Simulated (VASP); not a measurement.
Here is a VASP 6.6.1 calculation.

The input POSCAR:

```
Pt
1.0
    0.0000000000      1.9701316837      1.9701316837
    1.9701316837      0.0000000000      1.9701316837
    1.9701316837      1.9701316837      0.0000000000
Pt
1
Direct
    0.0000000000      0.0000000000      0.0000000000
```

File INCAR.step1:

```
SYSTEM = Pt
ALGO = Normal
EDIFF = 1E-4
ENCUT = 600
GGA = PE
ISMEAR = -1
LASPH = .TRUE.
LCHARG = .FALSE.
LREAL = .FALSE.
LWAVE = .TRUE.
NELM = 80
PREC = Accurate
SIGMA = 0.05
```

Contents of INCAR.step2:

```
SYSTEM = Pt
ALGO = Normal
EDIFF = 1E-6
EDIFFG = -0.002
ENCUT = 600
IBRION = 2
ISIF = 3
ISMEAR = -1
ISTART = 1
LASPH = .TRUE.
LCHARG = .FALSE.
LMIXTAU = .TRUE.
LREAL = .FALSE.
LWAVE = .FALSE.
METAGGA = R2SCAN
NELM = 80
NSW = 100
PREC = Accurate
PSTRESS = 70.0
SIGMA = 0.05
```

Contents of KPOINTS:

```
k-points
0
G
  24 24 24
  0 0 0
```

Potentials or basis: VASP PAW PBE potentials, release 64 (Pt).

Run with:

```console
$ cat potpaw_PBE.64/Pt/POTCAR > POTCAR
$ cp INCAR.step1 INCAR
$ mpirun -np 1 vasp_std > vasp.out
$ cp INCAR.step2 INCAR
$ mpirun -np 1 vasp_std > vasp.out
```

(1) Predict the space group after relaxing (to 0.1 Å).

(2) What does it give for the relaxed cell?

(3) What does it give for the band gap on the k mesh?

(4) What does it give for the relaxed volume?

Results:

(1) Fm-3m (No. 225).

(2) a = 2.767 Å, b = 2.767 Å, c = 2.767 Å, α = 60.00°, β = 60.00°, γ = 60.00°.

(3) zero (bands 5 and 6 overlap by 2.41 eV).

(4) 14.97 Å³/atom.

Caveat: the cell is relaxed towards a set pressure, so the run minimises the enthalpy, not the energy; the PAW data sets were made with another functional, which shifts forces and pressure a little; spin-orbit coupling is left out, which moves the levels of the heavy elements.
